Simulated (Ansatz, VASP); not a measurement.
**One calculation of Cr, two programs**

Contents of INCAR:

```
  PREC = Accurate
  ENCUT = 500
  EDIFF = 1E-6
  ISMEAR = 1
  SIGMA = 0.1
  LREAL = F
  LASPH = T
  NELM = 120
  ALGO = Normal
  ISIF = 2
  LWAVE = F
  LCHARG = F
  GGA = CA
  NBANDS = 12
  GGA_COMPAT = F
```

The input KPOINTS:

```
regular mesh
0
Gamma
  16 16 16
```

POSCAR

```
Cr
1.0
   -1.3942485114      1.3942485114      1.3942485114
    1.3942485114     -1.3942485114      1.3942485114
    1.3942485114      1.3942485114     -1.3942485114
Cr
1
Direct
    0.0000000000      0.0000000000      0.0000000000
```

Input for Ansatz:

```yaml
crystal:
  lattice:
    - [-1.3942485114, 1.3942485114, 1.3942485114]
    - [1.3942485114, -1.3942485114, 1.3942485114]
    - [1.3942485114, 1.3942485114, -1.3942485114]
  atoms:
    - { symbol: Cr, position: [0.0, 0.0, 0.0] }
hamiltonian:
  xc: lda
  pseudopotentials:
    kind: paw
    azcp:
      Cr: "pseudopotentials/Cr.paw.azcp"
basis:
  ecutwfc: 420
  fft_grid_basis: typed
kpoints:
  mp_grid: { grid: [16, 16, 16], shift: [0, 0, 0] }
magnetization:
  spin_polarized: false
scf:
  occupations: { method: cold, width: 0.1 }
  lower_state_search: "off"
output:
  stress: true
```

Alike in both runs: task single point; functional LDA; k mesh 16 × 16 × 16; no spin polarisation.

|  | VASP | Ansatz |
| --- | --- | --- |
| version | VASP 6.6.1 | Ansatz 0.2.0 |
| potentials or method | VASP PAW LDA potentials, release 64 (Cr_pv), cutoff 500 eV | plane waves (420 eV) with PAW, scalar-relativistic |
| occupations | methfessel-paxton of order 1, width 0.1 eV | cold, width 0.1 eV |
| valence electrons in the cell | 12 | 14 |

|  | VASP | Ansatz | Ansatz less VASP |
| --- | --- | --- | --- |
| pressure (GPa) | -0.1 | 0.0 | +0.05 |

Ansatz warns that its potentials were made for another functional, while VASP's fit it. LDA's correlation is that of Perdew and Zunger in VASP and of Perdew and Wang (1992) in Ansatz. VASP's potentials hold 12 valence electrons a cell and Ansatz's 14, so a difference there can come from the potentials and not from the codes.
